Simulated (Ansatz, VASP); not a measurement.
**One calculation of Al2Cu, two programs**

```xyz
3
Lattice="4.1052 0.0000 0.0000 0.0000 4.1052 0.0000 0.0000 0.0000 2.8913" Properties=species:S:1:pos:R:3 pbc="T T T"
Al    2.0526    0.0000    1.4457
Al    0.0000    2.0526    1.4457
Cu    0.0000    0.0000    0.0000
```

Alike in both runs: task single point; functional PBEsol; k mesh 10 × 10 × 14; occupations tetrahedron; no spin polarisation.

|  | VASP | Ansatz |
| --- | --- | --- |
| version | VASP 6.6.1 | Ansatz 0.2.0 |
| potentials or method | VASP PAW PBE potentials, release 64 (Al, Cu), cutoff 520 eV | scalar-relativistic, plane waves, PAW |
| valence electrons in the cell | 17 | 25 |

```tsv
	VASP	Ansatz	Ansatz less VASP
gap on the k mesh at the Fermi level (eV)	none	none	-
pressure (GPa)	-2.3	-2.5	-0.17
traceless stress, the component that is largest in VASP (GPa)	-0.91	-0.92	-0.012
```

VASP's potentials were made for PBE, not for PBEsol. A gap of «none» marks a metal or a gap that the smearing closes. The functional is the same, so the differences come from potentials, cutoffs and numerics. VASP's potentials hold 17 valence electrons a cell and Ansatz's 25, so a difference there can come from the potentials and not from the codes. Ansatz's warnings: band table not solved further, tetrahedron derivatives may miss energy slope.
